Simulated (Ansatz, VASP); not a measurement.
**Two plane-wave programs on SrO**

```
Sr O
1.0
     0.00000    2.61449    2.61449
     2.61449    0.00000    2.61449
     2.61449    2.61449    0.00000
Sr O
1 1
Cartesian
  2.6145 2.6145 2.6145
  0.0000 0.0000 0.0000
```

Alike in both runs: functional r2SCAN; k mesh 10 × 10 × 10; occupations fermi-dirac, width 0.02 eV; no spin polarisation.

Ansatz relaxed the structure, and its values are those at the end. VASP's run is a single point on that final structure, the one shown.

|  | VASP | Ansatz |
| --- | --- | --- |
| version | VASP 6.6.1 | Ansatz 0.2.0 |
| potentials or method | VASP PAW PBE potentials, release 64 (Sr_sv, O), cutoff 520 eV | PAW plane waves |
| valence electrons in the cell | 16 | 16 |

|  | VASP | Ansatz | Ansatz less VASP |
| --- | --- | --- | --- |
| gap on the k mesh at the Fermi level (eV) | 3.76 | 3.81 | +0.047 |
| pressure (GPa) | -3.0 | -3.4 | -0.42 |

VASP's potentials were made for PBE, not for r2SCAN. Ansatz's warnings: stress scf threshold loose.
